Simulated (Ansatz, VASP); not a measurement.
As2Se: VASP beside Ansatz

```
As Se
1.0
    -3.36148    3.36148    2.78723
     3.36148   -3.36148    2.78723
     3.36148    3.36148   -2.78723
As Se
4 2
Direct
  0.87500 0.12500 0.75000
  0.37500 0.12500 0.25000
  0.87500 0.62500 0.75000
  0.87500 0.12500 0.25000
  0.50000 0.50000 0.00000
  0.25000 0.75000 0.50000
```

Alike in both runs: task single point; functional PBEsol; k mesh 12 × 12 × 12; occupations gaussian, width 0.15 eV; no spin polarisation.

|  | VASP | Ansatz |
| --- | --- | --- |
| version | VASP 6.6.1 | Ansatz 0.2.0 |
| potentials or method | VASP PAW PBE potentials, release 64 (As, Se), cutoff 520 eV | scalar-relativistic, plane waves, PAW |
| valence electrons in the cell | 32 | 92 |

```tsv
	VASP	Ansatz	Ansatz less VASP
gap on the k mesh at the Fermi level (eV)	none	none	-
pressure (GPa)	-1.4	-1.6	-0.20
traceless stress, the component that is largest in VASP (GPa)	-4.36	-4.42	-0.057
```

VASP's potentials were made for PBE, not for PBEsol. A gap of «none» marks a metal or a gap that the smearing closes. The functional is the same, so the differences come from potentials, cutoffs and numerics. VASP's potentials hold 32 valence electrons a cell and Ansatz's 92, so a difference there can come from the potentials and not from the codes.
